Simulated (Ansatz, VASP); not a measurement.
**One calculation of Si3Te, two programs**

Contents of INCAR:

```
SYSTEM = Si3Te
  PREC = Accurate
  ENCUT = 600
  EDIFF = 1E-6
  ISMEAR = 0
  SIGMA = 0.1
  LREAL = .False.
  LASPH = .True.
  NELM = 60
  ALGO = Normal
  ISIF = 3
  LWAVE = .False.
  LCHARG = .False.
  GGA = PE
  IBRION = 2
  NSW = 100
  EDIFFG = -0.01
```

The input KPOINTS:

```
regular mesh
0
Gamma
  12 12 18
  0 0 0
```

Contents of POSCAR:

```
Si3Te
1.0
    5.9230620292      0.0000000000      0.0000000000
   -2.9615310146      5.1295221855      0.0000000000
    0.0000000000      0.0000000000      2.6439404067
Si Te
3 1
Direct
    0.5000000000      0.0000000000      0.0000000000
    0.0000000000      0.5000000000      0.0000000000
    0.5000000000      0.5000000000      0.0000000000
    0.0000000000      0.0000000000      0.0000000000
```

Input for Ansatz:

```yaml
crystal:
  lattice:
    - [5.9230620292, 0.0, 0.0]
    - [-2.9615310146, 5.1295221855, 0.0]
    - [0.0, 0.0, 2.6439404067]
  atoms:
    - { symbol: Si, position: [0.5, 0.0, 0.0] }
    - { symbol: Si, position: [0.0, 0.5, 0.0] }
    - { symbol: Si, position: [0.5, 0.5, 0.0] }
    - { symbol: Te, position: [0.0, 0.0, 0.0] }
basis:
  ecutwfc: 420
kpoints:
  mp_grid: { grid: [12, 12, 18] }
hamiltonian:
  xc: pbe
scf:
  occupations: { method: gaussian, width: 0.1 }
output:
  forces: true
  stress: true
  eigenvalues: true
relax:
  adjacent_minimum: "off"
  f_tol: 0.01
  max_steps: 80
  cell: { stress_tol: 0.05 }
```

Alike in both runs: task relaxation of cell and atoms; functional PBE; k mesh 12 × 12 × 18; occupations gaussian, width 0.1 eV; no spin polarisation.

```csv
,VASP,Ansatz
version,VASP 6.6.1,Ansatz 0.2.0
potentials or method,"VASP PAW PBE potentials, release 64 (Si, Te), cutoff 600 eV","scalar-relativistic, plane waves, PAW"
valence electrons in the cell,18,28
```

Ansatz gave:

* gap on the k mesh at the Fermi level, each at its own relaxed structure (eV): none
* relaxed volume (Å³/atom): 19.98
* relaxed cell length with the largest relative difference (Å): 5.774

Problem. What did VASP give for the same quantities?

Solution. gap on the k mesh at the Fermi level, each at its own relaxed structure (eV): none; relaxed volume (Å³/atom): 19.98; relaxed cell length with the largest relative difference (Å): 5.775.

A gap of «none» marks a metal or a gap that the smearing closes. VASP's potentials hold 18 valence electrons a cell and Ansatz's 28, so a difference there can come from the potentials and not from the codes.

Neither program's run includes spin-orbit coupling.
